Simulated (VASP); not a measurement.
Input of a VASP 6.6.1 run:

The input INCAR:

```
SYSTEM = Na
ALGO     = Normal         ! electronic algorithm
EDIFF    = 1E-6           ! SCF threshold, eV
EDIFFG   = -0.01          ! ionic threshold
ENCUT    = 600            ! plane-wave cutoff, eV
GGA      = PS             ! functional
IBRION   = 2              ! ionic algorithm
ISIF     = 3              ! what is computed and relaxed
ISMEAR   = 1              ! smearing method
LASPH    = .TRUE.         ! aspherical terms in the spheres
LCHARG   = .FALSE.        ! write CHGCAR
LREAL    = .FALSE.        ! projectors in reciprocal space
LWAVE    = .FALSE.        ! write WAVECAR
NELM     = 60             ! most SCF steps
NSW      = 60             ! ionic steps
PREC     = Accurate       ! precision mode
SIGMA    = 0.02           ! smearing width, eV
```

KPOINTS

```
k-points
0
G
  6 6 6
  0 0 0
```

Contents of POSCAR:

```
Na
1.0
   -2.1410000000      2.1410000000      2.1410000000
    2.1410000000     -2.1410000000      2.1410000000
    2.1410000000      2.1410000000     -2.1410000000
Na
1
Direct
    0.0000000000      0.0000000000      0.0000000000
```

Potentials or basis: VASP PAW PBE potentials, release 64 (Na_pv).

Command:

```console
$ cat potpaw_PBE.64/Na_pv/POTCAR > POTCAR
$ mpirun -np 1 vasp_std > vasp.out
```

(1) What does it give for the relaxed cell?

(2) Estimate the space group after relaxing (to 0.05 Å).

(3) What does it give for the relaxed volume?

Results:

(1) a = 3.628 Å, b = 3.628 Å, c = 3.628 Å, α = 109.47°, β = 109.47°, γ = 109.47°.

(2) Im-3m (No. 229).

(3) 36.75 Å³/atom.

Caveat: the PAW data sets were made with another functional, which shifts forces and pressure a little.
